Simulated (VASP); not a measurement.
# CdS (CsCl type) (Pm-3m) in VASP: further runs

CdS (CsCl type) is run at these levels: PBE; tasks: single point.

All numbers are computed with VASP 6.6.1; they aren't measurements. Logs are shortened: lines on timing, memory, paths and dates and some standing lists are left out, and cuts for length are marked.

### Step 1. The cell of the first run

Symmetry: Pm-3m, No. 221, cubic system. The conventional cell has a = 2.613 Å, b = 2.613 Å, c = 2.613 Å, α = 90.00°, β = 90.00°, γ = 90.00°. Cd (site symmetry m-3m) has 8 S at 2.26 Å and 6 Cd at 2.61 Å within 3.0 Å. S (site symmetry m-3m) has 8 Cd at 2.26 Å and 6 S at 2.61 Å within 3.0 Å.

### Step 2. Single point, PBE (volume scaled by 0.45)

INCAR reads:

```
PREC = Accurate
ENCUT = 520
EDIFF = 1E-6
ISMEAR = -1
SIGMA = 0.05
LREAL = F
LASPH = T
NELM = 60
ALGO = Normal
ISIF = 2
LWAVE = F
LCHARG = F
GGA = PE
NBANDS = 16
```

KPOINTS reads:

```
Automatic mesh
0
Gamma
  14 14 14
```

POSCAR reads:

```
CdS
1.0
    2.6132665805      0.0000000000      0.0000000000
    0.0000000000      2.6132665805      0.0000000000
    0.0000000000      0.0000000000      2.6132665805
Cd S
1 1
Direct
    0.0000000000      0.0000000000      0.0000000000
    0.5000000000      0.5000000000      0.5000000000
```

Potentials or basis: VASP PAW PBE potentials, release 64 (Cd, S).

Run with:

```sh
$ cat potpaw_PBE.64/Cd/POTCAR potpaw_PBE.64/S/POTCAR > POTCAR
$ mpirun -np 1 vasp_std > vasp.out
```

OUTCAR:

```text
PREC = Accurate
   ENCUT = 520
   EDIFF = 1E-6
   ISMEAR = -1
   LREAL = F
   LASPH = T
   NELM = 60
   ISIF = 2
   GGA = PE

 ion  position               nearest neighbor table
   1  0.000  0.000  0.000-   2 2.26   2 2.26   2 2.26   2 2.26   2 2.26   2 2.26   2 2.26   2 2.26

   2  0.500  0.500  0.500-   1 2.26   1 2.26   1 2.26   1 2.26   1 2.26   1 2.26   1 2.26   1 2.26

  LATTYP: Found a simple cubic cell.
 ALAT       =     2.6132665805

  Lattice vectors:

 A1 = (   2.6132665805,   0.0000000000,   0.0000000000)
 A2 = (   0.0000000000,   2.6132665805,   0.0000000000)
 A3 = (   0.0000000000,   0.0000000000,   2.6132665805)

Analysis of symmetry for initial positions (statically):
=====================================================================
 Subroutine PRICEL returns:
 Original cell was already a primitive cell.

 Routine SETGRP: Setting up the symmetry group for a
 simple cubic supercell.

 Subroutine GETGRP returns: Found 48 space group operations
 (whereof 48 operations were pure point group operations)
 out of a pool of 48 trial point group operations.

The static configuration has the point symmetry O_h .

Analysis of symmetry for dynamics (positions and initial velocities):
=====================================================================
 Subroutine PRICEL returns:
 Original cell was already a primitive cell.

 Routine SETGRP: Setting up the symmetry group for a
 simple cubic supercell.

 Subroutine GETGRP returns: Found 48 space group operations
 (whereof 48 operations were pure point group operations)
 out of a pool of 48 trial point group operations.

The dynamic configuration has the point symmetry O_h .

 Subroutine INISYM returns: Found 48 space group operations
 (whereof 48 operations are pure point group operations),
 and found     1 'primitive' translations

----------------------------------------------------------------------------------------

                                     Primitive cell

  volume of cell :      17.8464

  direct lattice vectors                    reciprocal lattice vectors
     2.613266580  0.000000000  0.000000000     0.382662836  0.000000000  0.000000000
     0.000000000  2.613266580  0.000000000     0.000000000  0.382662836  0.000000000
     0.000000000  0.000000000  2.613266580     0.000000000  0.000000000  0.382662836

  length of vectors
     2.613266580  2.613266580  2.613266580     0.382662836  0.382662836  0.382662836

  position of ions in fractional coordinates (direct lattice)
     0.000000000  0.000000000  0.000000000
     0.500000000  0.500000000  0.500000000

  ion indices of the primitive-cell ions
   primitive index   ion index
                 1           1
                 2           2

----------------------------------------------------------------------------------------

 KPOINTS: Automatic mesh

Automatic generation of k-mesh.
 Grid dimensions read from file:
 generate k-points for:   14   14   14

 Generating k-lattice:

  Cartesian coordinates                     Fractional coordinates (reciprocal lattice)
     0.027333060  0.000000000  0.000000000     0.071428571  0.000000000  0.000000000
     0.000000000  0.027333060  0.000000000     0.000000000  0.071428571  0.000000000
     0.000000000  0.000000000  0.027333060     0.000000000  0.000000000  0.071428571

  Length of vectors
     0.027333060  0.027333060  0.027333060

  Shift w.r.t. Gamma in fractional coordinates (k-lattice)
     0.000000000  0.000000000  0.000000000

 Subroutine IBZKPT returns following result:
 ===========================================

 Found    120 irreducible k-points:

 Following reciprocal coordinates:
            Coordinates               Weight
  0.000000  0.000000  0.000000      1.000000
  0.071429  0.000000  0.000000      6.000000
  0.142857  0.000000  0.000000      6.000000
  0.214286  0.000000  0.000000      6.000000
  0.285714  0.000000  0.000000      6.000000
  0.357143  0.000000  0.000000      6.000000
[... 16 lines left out ...]
  0.285714  0.214286  0.000000     24.000000
  0.357143  0.214286  0.000000     24.000000
 [... further k-points ...]
   k-points           NKPTS =    120   k-points in BZ     NKDIM =    120   number of bands    NBANDS=     16
   number of dos      NEDOS =    301   number of ions     NIONS =      2
   total plane-waves  NPLWV =   8000
   dimension x,y,z NGX =    20 NGY =   20 NGZ =   20
   dimension x,y,z NGXF=    40 NGYF=   40 NGZF=   40
   ions per type =               1   1
   NGX,Y,Z   is equivalent  to a cutoff of  12.72, 12.72, 12.72 a.u.
   NGXF,Y,Z  is equivalent  to a cutoff of  25.45, 25.45, 25.45 a.u.
 SYSTEM =  unknown system
   PREC   = accura    normal or accurate (medium, high low for compatibility)
   ISTART =      0    job   : 0-new  1-cont  2-samecut
   ICHARG =      2    charge: 1-file 2-atom 10-const
   ISPIN  =      1    spin polarized calculation?
   LNONCOLLINEAR =      F non collinear calculations
   LSORBIT =      F    spin-orbit coupling
   LASPH  =      T    aspherical Exc in radial PAW
   ENCUT  =  520.0 eV  38.22 Ry    6.18 a.u.   4.86  4.86  4.86*2*pi/ulx,y,z
   NELM   =     60;   NELMIN=  2; NELMDL= -5     # of ELM steps
   EDIFF  = 0.1E-05   stopping-criterion for ELM
   LREAL  =      F    real-space projection
[... 7 lines left out ...]
   TEBEG  =    0.0;   TEEND  =   0.0 temperature during run
   PSTRESS=    0.0 pullay stress
   NELECT =      18.0000    total number of electrons
   NUPDOWN=      -1.0000    fix difference up-down
   EMIN   =  10.00;   EMAX   =-10.00  energy-range for DOS
   EFERMI =   0.00;   METHOD = LEGACY
   ISMEAR =    -1;   SIGMA  =   0.05  broadening in eV -4-tet -1-fermi 0-gaus
   EFERMI_NEDOS =   21; number of points for ismear=-14 and -15
   IALGO  =     38    algorithm
   IMIX   =      4    mixing-type and parameters
     AMIX     =   0.40;   BMIX     =  1.00
     AMIX_MAG =   1.60;   BMIX_MAG =  1.00
  volume/ion in A,a.u.               =       8.92        60.22
  Fermi-wavevector in a.u.,A,eV,Ry     =   1.641781  3.102517 36.673764  2.695446
  Thomas-Fermi vector in A             =   2.732194
   LORBIT       =      0    0 simple, 1 ext, 2 COOP (PROOUT), +10 PAW based schemes
   GGA     = PE    functional components
   LHFCALC =     F    Hartree Fock is set to
   AEXX    =    0.0000 exact exchange contribution
   IVDW    =     0    specifies the selected vdW correction
   LEPSILON=     F    determine dielectric tensor
   LRPA    =     F    only Hartree local field effects (RPA)
 non-spin polarized calculation
  energy-cutoff  :      520.00
  volume of cell :       17.85
 maximum number of plane-waves:       500
 NGX is ok and might be reduce to    20
   NGX =  9   NGY =  9   NGZ =  9

 number of electron      18.0000015 magnetization

 Free energy of the ion-electron system (eV)
  ---------------------------------------------------
  ext. energy  EPLUGINS =         0.00000000
  ---------------------------------------------------
  free energy    TOTEN  =         7.01266670 eV

  energy without entropy =        7.02171695  energy(sigma->0) =        7.01719183

 E-fermi :  15.6761     XC(G=0): -15.2485

 val. band max:       15.6700366592   @ k =   0.5000   0.2857   0.0714
 cond. band min:      15.6826447224   @ k =   0.4286   0.2143   0.0714
 fundamental gap:      0.0126080632
 Fermi energy:        15.6760864701

 k-point     1 :       0.0000    0.0000    0.0000
  band No.  band energies     occupation
      1      -6.9758      2.00000
      2       1.3372      2.00000
      3       1.3372      2.00000
      4       4.7058      2.00000
      5       4.7058      2.00000
      6       4.7058      2.00000
[... 8 lines left out ...]
     15      33.6137      0.00000
     16      37.2653      0.00000

 k-point     2 :       0.0714    0.0000    0.0000
  band No.  band energies     occupation
      1      -6.8643      2.00000
      2       1.3670      2.00000
      3       1.3784      2.00000
      4       4.5834      2.00000
      5       4.5834      2.00000
      6       4.7166      2.00000
[... 8 lines left out ...]
     15      33.5213      0.00000
     16      36.8381      0.00000

 k-point     3 :       0.1429    0.0000    0.0000
  band No.  band energies     occupation
      1      -6.5341      2.00000
      2       1.4516      2.00000
      3       1.4653      2.00000
      4       4.2662      2.00000
      5       4.2662      2.00000
      6       4.7473      2.00000
[... 8 lines left out ...]
     15      33.2672      0.00000
     16      35.7227      0.00000

 k-point     4 :       0.2143    0.0000    0.0000
  band No.  band energies     occupation
      1      -5.9986      2.00000
      2       1.4801      2.00000
      3       1.5770      2.00000
      4       3.8589      2.00000
      5       3.8589      2.00000
      6       4.7919      2.00000
[... 8 lines left out ...]
     15      32.9118      0.00000
     16      33.9492      0.00000

 k-point     5 :       0.2857    0.0000    0.0000
  band No.  band energies     occupation
      1      -5.2827      2.00000
      2       1.2357      2.00000
      3       1.7210      2.00000
      4       3.4584      2.00000
      5       3.4584      2.00000
      6       4.8419      2.00000
[... 8 lines left out ...]
     15      32.5320      0.00000
     16      32.9962      0.00000

 k-point     6 :       0.3571    0.0000    0.0000
  band No.  band energies     occupation
      1      -4.4321      2.00000
      2       0.6166      2.00000
      3       1.8552      2.00000
      4       3.1320      2.00000
      5       3.1320      2.00000
      6       4.8873      2.00000
[... 8 lines left out ...]
     15      32.2015      0.00000
     16      34.1121      0.00000
[... 267 lines left out ...]
 k-point    21 :       0.5000    0.1429    0.0000
  band No.  band energies     occupation
      1      -3.1094      2.00000
      2      -0.2089      2.00000
      3       2.2335      2.00000
      4       2.9605      2.00000
      5       2.9695      2.00000
      6       4.6393      2.00000
[... 8 lines left out ...]
     15      31.1607      0.00000
     16      34.7588      0.00000

 k-point    22 :       0.2143    0.2143    0.0000
  band No.  band energies     occupation
      1      -5.1616      2.00000
      2       1.5215      2.00000
      3       2.0603      2.00000
      4       3.1808      2.00000
      5       3.8572      2.00000
      6       4.2433      2.00000
[... 8 lines left out ...]
     15      30.6045      0.00000
     16      32.5838      0.00000

 k-point    23 :       0.2857    0.2143    0.0000
  band No.  band energies     occupation
      1      -4.5800      2.00000
      2       1.3211      2.00000
      3       2.2536      2.00000
      4       3.1051      2.00000
      5       3.6190      2.00000
      6       4.2201      2.00000
[... 8 lines left out ...]
     15      30.4118      0.00000
     16      31.7356      0.00000

 k-point    24 :       0.3571    0.2143    0.0000
  band No.  band energies     occupation
      1      -3.9411      2.00000
      2       0.9415      2.00000
      3       2.3826      2.00000
      4       3.1605      2.00000
      5       3.3517      2.00000
      6       4.2771      2.00000
[... 8 lines left out ...]
     15      30.4454      0.00000
     16      32.5955      0.00000

 [... further k-points ...]

------------------------ aborting loop because EDIFF is reached ----------------------------------------

  FORCE on cell =-STRESS in cart. coord.  units (eV):
  Direction    XX          YY          ZZ          XY          YZ          ZX
  --------------------------------------------------------------------------------------
  -------------------------------------------------------------------------------------
  Total       41.2330184     41.2330184     41.2330184      0.0000000      0.0000000     -0.0000000
  in kB     3701.7285367   3701.7285367   3701.7285367      0.0000000      0.0000000     -0.0000000
  external PRESSURE =    3701.7285367 kB  Pullay stress =       0.0000000 kB

 VOLUME and BASIS-vectors are now :
 -----------------------------------------------------------------------------
  energy-cutoff  :      520.00
  volume of cell :       17.85
      direct lattice vectors                 reciprocal lattice vectors
     2.613266580  0.000000000  0.000000000     0.382662836  0.000000000  0.000000000
     0.000000000  2.613266580  0.000000000     0.000000000  0.382662836  0.000000000
     0.000000000  0.000000000  2.613266580     0.000000000  0.000000000  0.382662836

 POSITION                                       TOTAL-FORCE (eV/Angst)
 -----------------------------------------------------------------------------------
      0.00000      0.00000      0.00000         0.000000      0.000000      0.000000
      1.30663      1.30663      1.30663         0.000000      0.000000      0.000000
 -----------------------------------------------------------------------------------
    total drift:                                0.000000      0.000000      0.000000

  FREE ENERGIE OF THE ION-ELECTRON SYSTEM (eV)
  ---------------------------------------------------
  free  energy   TOTEN  =         7.0126667000 eV

  energy  without entropy=        7.0217169549  energy(sigma->0) =        7.01719183
```

It took 10 s on 1 thread of Intel Xeon 6975P-C (Granite Rapids), shared host; peak memory 0.14 GiB.

What came out:

| Property | Result |
| --- | --- |
| Free energy | 7.0127 eV |
| Pressure | 370.2 GPa |
| Band gap on the k mesh | zero (band 9 reaches 17.09 eV, above the bottom of band 10 at 13.78 eV) |

(Continued in part 2 of 2.)
